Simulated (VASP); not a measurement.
Input of a VASP 6.6.1 run:

Contents of INCAR:

```
PREC = Accurate
ENCUT = 500
EDIFF = 1E-6
ISMEAR = 0
SIGMA = 0.1
LREAL = False
LASPH = True
NELM = 120
ALGO = Normal
ISIF = 2
LWAVE = False
LCHARG = False
GGA = PS
NBANDS = 13
GGA_COMPAT = False
```

KPOINTS

```
Automatic mesh
0
Gamma
  8 8 8
```

Contents of POSCAR:

```
W
1.0
    2.5551488903      0.0000000000      0.0000000000
    0.0000000000      2.5551488903      0.0000000000
    0.0000000000      0.0000000000      2.5551488903
W
1
Direct
    0.0000000000      0.0000000000      0.0000000000
```

Potentials or basis: VASP PAW PBE potentials, release 64 (W_sv).

The run is started by

```sh
$ cat potpaw_PBE.64/W_sv/POTCAR > POTCAR
$ mpirun -np 1 vasp_std > vasp.out
```

Problem. Estimate the pressure.

Solution. 19.6 GPa.

Problem. Predict the band gap on the k mesh.

Solution. Zero (band 7 reaches 12.49 eV, above the bottom of band 8 at 9.93 eV).

Caveat: the PAW data sets were made with another functional, which shifts forces and pressure a little; spin-orbit coupling is left out, which moves the levels of the heavy elements.
